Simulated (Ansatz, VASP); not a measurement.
**CdSe: VASP beside Ansatz**

The input INCAR:

```
SYSTEM = CdSe
  PREC = Accurate
  ENCUT = 600
  EDIFF = 1E-7
  ISMEAR = -1
  SIGMA = 0.05
  LREAL = .False.
  LASPH = .True.
  NELM = 100
  ALGO = Normal
  ISIF = 3
  LWAVE = .False.
  LCHARG = .False.
  GGA = B5
  ALDAX = 1.0
  AGGAX = 1.0
  AGGAC = 1.0
  ALDAC = 0.0
  IVDW = 12
  VDW_S6 = 1.0
  VDW_S8 = 2.6996
  VDW_A1 = 0.4298
  VDW_A2 = 4.2359
  IBRION = 2
  NSW = 60
  EDIFFG = -0.01
```

Contents of KPOINTS:

```
regular mesh
0
Gamma
  7 7 4
  0 0 0
```

File POSCAR:

```
CdSe
1.0
    4.3000000000      0.0000000000      0.0000000000
   -2.1500000000      3.7239092363      0.0000000000
    0.0000000000      0.0000000000      7.0200000000
Cd Se
2 2
Direct
    0.6666666667      0.3333333333      0.5000000000
    0.3333333333      0.6666666667      0.0000000000
    0.6666666667      0.3333333333      0.8850000000
    0.3333333333      0.6666666667      0.3850000000
```

File input.yaml:

```yaml
crystal:
  lattice:
    - [4.3, 0.0, 0.0]
    - [-2.15, 3.7239092363, 0.0]
    - [0.0, 0.0, 7.02]
  atoms:
    - { symbol: Cd, position: [0.6666666667, 0.3333333333, 0.5] }
    - { symbol: Cd, position: [0.3333333333, 0.6666666667, 0.0] }
    - { symbol: Se, position: [0.6666666667, 0.3333333333, 0.885] }
    - { symbol: Se, position: [0.3333333333, 0.6666666667, 0.385] }
hamiltonian:
  xc: blyp
  pseudopotentials: { kind: paw }
  dispersion: d3bj
kpoints:
  mp_grid: { grid: [7, 7, 4] }
scf:
  occupations: { method: fermi_dirac, width: 0.05 }
output:
  forces: true
  stress: true
  write_density: true
  write_potential: true
  elf: true
  volumetric_format: npy
relax:
  f_tol: 0.01
  max_steps: 40
  cell: { stress_tol: 0.05 }
```

Alike in both runs: task relaxation of cell and atoms; functional BLYP; dispersion D3(BJ); k mesh 7 × 7 × 4; occupations fermi-dirac, width 0.05 eV; no spin polarisation.

```csv
,VASP,Ansatz
version,VASP 6.6.1,Ansatz 0.2.0
potentials or method,"VASP PAW PBE potentials, release 64 (Cd, Se)",Ansatz PAW
plane-wave cutoff (eV),600,420
valence electrons in the cell,36,72
```

```csv
,VASP,Ansatz,Ansatz less VASP
"gap on the k mesh at the Fermi level, each at its own relaxed structure (eV)",0.55,0.54,-0.011
relaxed volume (Å³/atom),28.85,28.63,-0.214
relaxed length of the cell vector where the two differ most in proportion (Å),7.105,7.087,-0.0178
```

VASP's potentials were made for PBE, not for BLYP. VASP's potentials hold 36 valence electrons a cell and Ansatz's 72, so a difference there can come from the potentials and not from the codes.

Noted on Ansatz's run: odd divisions of the mesh miss points on the zone boundary, where band edges often lie, so the gap on the mesh can be too wide; the plane-wave basis is chosen anew once the cell has moved, so the energies of steps on either side of that aren't comparable.
